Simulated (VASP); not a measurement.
## AlSi16 (a cell with a defect): single point with PBE

System: AlSi16 (a cell with a defect).

```xyz
17
Lattice="0.0000 5.4300 5.4300 5.4300 0.0000 5.4300 5.4300 5.4300 0.0000" Properties=species:S:1:pos:R:3 pbc="T T T"
Si   -0.0514   -0.0492   -0.0218
Si    1.3203    1.3226    1.3059
Si    2.6954    2.6978   -0.0146
Si    4.0386    4.0411    1.3289
Si    2.7261   -0.0910    2.6264
Si    4.0464    1.3152    4.0329
Si    5.3788    2.6904    2.6685
Si    6.7503    4.0186    4.0403
Si   -0.0934    2.7284    2.6263
Si    1.3128    4.0484    4.0329
Si    2.6877    5.3811    2.6686
Si    4.0162    6.7526    4.0403
Si    2.7104    2.7127    5.4301
Si    4.0191    4.0215    6.7392
Si    5.3365    5.3388    5.4463
Si    6.7429    6.7454    6.7658
Al    6.7333    6.7358    4.0236
```

```yaml
Program: VASP 6.6.1
Task: single point
Functional: PBE
Potentials_or_basis: VASP PAW PBE potentials, release 64 (Si, Al)
Cutoff: 520 eV
k_mesh: 2 × 2 × 2
Occupations: gaussian, width 0.05 eV
Spin: collinear spin, zero start
Starting_moments: "[0.0, 0.0, 0.0, 0.0, 0.0, 0.0, 0.0, 0.0, 0.0, 0.0, 0.0, 0.0, 0.0, 0.0, 0.0, 0.0, 0.0] μB"
Dipole_correction: no
Further_INCAR_settings: LREAL = Auto; ALGO = Normal; EDIFF = 1e-06; NBANDS = 52
```

```json
{
  "Pressure": "5.4 GPa",
  "Largest force": "0.030 eV/Å",
  "Net moment": "0.00 μB per cell",
  "Valence electrons inside the program's atomic spheres": "Si 1.70, 1.67, 1.71, 1.75 (each value once); Al 0.84"
}
```

Forces in eV/Å, atoms in the order of the input:
```
Si   0.001  0.001 -0.011
Si  -0.004 -0.004 -0.009
Si  -0.009 -0.008 -0.009
Si  -0.006 -0.007 -0.007
Si  -0.017  0.016  0.018
Si   0.003  0.002  0.002
Si   0.000 -0.009  0.001
Si  -0.005 -0.011 -0.005
Si   0.015 -0.018  0.016
Si   0.003  0.005  0.003
Si  -0.007  0.001  0.000
Si  -0.012 -0.006 -0.006
Si  -0.003 -0.004 -0.005
Si   0.011  0.011  0.012
Si   0.016  0.016 -0.019
Si   0.003  0.003  0.006
Al   0.012  0.012  0.011
```

Levels at points of the mesh, in eV from the Fermi level:
Spin up:
| k point | band 31 | band 32 | band 33 | band 34 | band 35 | band 36 |
| --- | --- | --- | --- | --- | --- | --- |
| (0.00, 0.00, 0.00) | -0.75 | -0.75 | -0.75 | -0.23 | -0.22 | -0.22 |
| (0.50, 0.00, 0.00) | -1.41 | -1.41 | -0.61 | 0.23 | 0.54 | 0.55 |
| (0.00, 0.50, 0.00) | -1.41 | -1.41 | -0.61 | 0.23 | 0.54 | 0.55 |
| (0.00, 0.00, 0.50) | -1.41 | -1.41 | -0.61 | 0.23 | 0.54 | 0.55 |
| (0.50, 0.50, 0.50) | -1.41 | -1.41 | -0.60 | 0.22 | 0.53 | 0.53 |
| (0.50, 0.50, 0.00) | -2.02 | -1.90 | -0.26 | 0.19 | 1.09 | 1.40 |
| (0.00, 0.50, 0.50) | -2.02 | -1.90 | -0.26 | 0.19 | 1.09 | 1.40 |
| (0.50, 0.00, 0.50) | -2.02 | -1.90 | -0.26 | 0.19 | 1.09 | 1.40 |
Spin down:
```tsv
k point	band 31	band 32	band 33	band 34	band 35	band 36
(0.00, 0.00, 0.00)	-0.75	-0.75	-0.75	-0.23	-0.22	-0.22
(0.50, 0.00, 0.00)	-1.41	-1.41	-0.61	0.23	0.54	0.55
(0.00, 0.50, 0.00)	-1.41	-1.41	-0.61	0.23	0.54	0.55
(0.00, 0.00, 0.50)	-1.41	-1.41	-0.61	0.23	0.54	0.55
(0.50, 0.50, 0.50)	-1.41	-1.41	-0.60	0.22	0.53	0.53
(0.50, 0.50, 0.00)	-2.02	-1.90	-0.26	0.19	1.09	1.40
(0.00, 0.50, 0.50)	-2.02	-1.90	-0.26	0.19	1.09	1.40
(0.50, 0.00, 0.50)	-2.02	-1.90	-0.26	0.19	1.09	1.40
```

Wall time 8.1 min on 1 thread of Intel(R) Xeon(R) Platinum 8259CL CPU @ 2.50GHz (Skylake/Cascade Lake) (shared host), peak memory 0.7 GiB.

Caveat: the k points lie up to 0.50 Å⁻¹ apart; no moment was typed at the start, so none could form.
